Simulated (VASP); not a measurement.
Write the native input for VASP 6.6.1 that does the following.

```
Task                   : single point
Functional             : PBE
Potentials or basis    : VASP PAW PBE potentials, release 64 (La, Os)
Cutoff                 : 520 eV
k mesh                 : 8 × 8 × 8
Occupations            : gaussian, width 0.05 eV
Spin                   : no spin polarisation
Dipole correction      : no
Further INCAR settings : ALGO = Normal; EDIFF = 1e-07; NBANDS = 26
```

The structure of LaOs3 lies in POSCAR:

```
LaOs3
1.0
    4.1365903737      0.0000000000      0.0000000000
    0.0000000000      4.1365903737      0.0000000000
    0.0000000000      0.0000000000      4.1365903737
La Os
1 3
Direct
    0.0000000000      0.0000000000      0.0000000000
    0.0000000000      0.5000000000      0.5000000000
    0.5000000000      0.5000000000      0.0000000000
    0.5000000000      0.0000000000      0.5000000000
```

These files were run (other wordings do the same):

INCAR

```
SYSTEM = LaOs3
PREC = Accurate
ENCUT = 520
EDIFF = 1E-7
ISMEAR = 0
SIGMA = 0.05
LREAL = .False.
LASPH = .True.
NELM = 60
ALGO = Normal
ISIF = 2
LWAVE = .False.
LCHARG = .False.
GGA = PE
NBANDS = 26
```

KPOINTS

```
Automatic mesh
0
Gamma
  8 8 8
  0 0 0
```

Potentials or basis: VASP PAW PBE potentials, release 64 (La, Os).

The run is started by

```bash
$ cat potpaw_PBE.64/La/POTCAR potpaw_PBE.64/Os/POTCAR > POTCAR
$ mpirun -np 1 vasp_std > vasp.out
```

It gave:

```json
{
  "Pressure": "1.6 GPa",
  "Band gap on the k mesh": "zero (an odd number of electrons rules out a gap without spin polarisation)"
}
```

Caveat: spin-orbit coupling is left out, which moves the levels of the heavy elements.

Wall time 82 s on 1 thread of Intel(R) Xeon(R) Platinum 8259CL CPU @ 2.50GHz (Skylake/Cascade Lake), with other jobs on the host, peak memory 0.23 GiB.
